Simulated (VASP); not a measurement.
Input of a VASP 6.6.1 run:

INCAR

```
SYSTEM = Mg7MnS8
PREC = Accurate ; ENCUT = 520
EDIFF = 1E-7 ; ISMEAR = 1
SIGMA = 0.05 ; LREAL = Auto
LASPH = .TRUE. ; NELM = 60
ALGO = Normal ; ISIF = 2
LWAVE = .FALSE. ; LCHARG = .FALSE.
GGA = PS ; NELECT = 74.0
NBANDS = 52
```

The input KPOINTS:

```
Automatic mesh
0
Gamma
  2 2 2
  0.5 0.5 0.5
```

POSCAR

```
Mg7MnS8
1.0
    0.0000000000      5.1819800000      5.1819800000
    5.1819800000      0.0000000000      5.1819800000
    5.1819800000      5.1819800000      0.0000000000
S Mg Mn
8 7 1
Direct
    0.7569500000      0.2592630000      0.2466750000
    0.2662030000      0.7248400000      0.7638660000
    0.2576270000      0.7550540000      0.2653210000
    0.7613850000      0.2468340000      0.7661990000
    0.2242420000      0.2498860000      0.7707400000
    0.7499900000      0.7253560000      0.2652780000
    0.2687160000      0.2463440000      0.2481480000
    0.7585230000      0.7655640000      0.7390850000
    0.0054420000      0.9888740000      0.0108520000
    0.9812300000      0.9692220000      0.5243320000
    0.5073720000      0.4918030000      0.0015470000
    0.0220330000      0.5096760000      0.9965080000
    0.5112690000      0.0048190000      0.4835920000
    0.5018160000      0.9964110000      0.9847210000
    0.9963100000      0.4827150000      0.5107340000
    0.5084480000      0.4795360000      0.4857750000
```

Potentials or basis: VASP PAW PBE potentials, release 64 (S, Mg, Mn_pv).

Run with:

```bash
$ cat potpaw_PBE.64/S/POTCAR potpaw_PBE.64/Mg/POTCAR potpaw_PBE.64/Mn_pv/POTCAR > POTCAR
$ mpirun -np 1 vasp_std > vasp.out
```

Question: What does it give for the largest force?

Answer: 2.555 eV/Å.

Forces in eV/Å, atoms in the order of the input:
```
S    1.107  0.145 -0.153
S   -0.753 -0.603  0.911
S   -0.783  0.971 -0.403
S   -0.682 -1.181 -0.643
S   -0.626  0.212  1.584
S    0.100 -0.245 -0.774
S    0.067 -0.045 -0.470
S   -0.120 -0.042 -2.258
Mg  -0.334 -0.024 -0.245
Mg   0.455  0.341  2.491
Mg   0.229  0.010  0.081
Mg  -0.095  0.053 -0.701
Mg   0.177  0.057 -0.455
Mg   0.622  0.261  0.261
Mg  -0.175 -0.040  0.425
Mn   0.811  0.130  0.349
```

Caveat: the k points lie up to 0.53 Å⁻¹ apart; the cell carries a net charge on a neutralising background, which shifts energy and pressure; the cell is charged against a uniform background, so pressure and absolute levels hang on convention; the PAW data sets were made with another functional, which shifts forces and pressure a little; the run has no spin polarisation, though such a crystal can be magnetic; semilocal functionals often make such compounds metallic where correlation or magnetic order opens a gap, which also shifts bond lengths. Spin polarisation is off, so any magnetic state and its effect on volume and gap are missing.
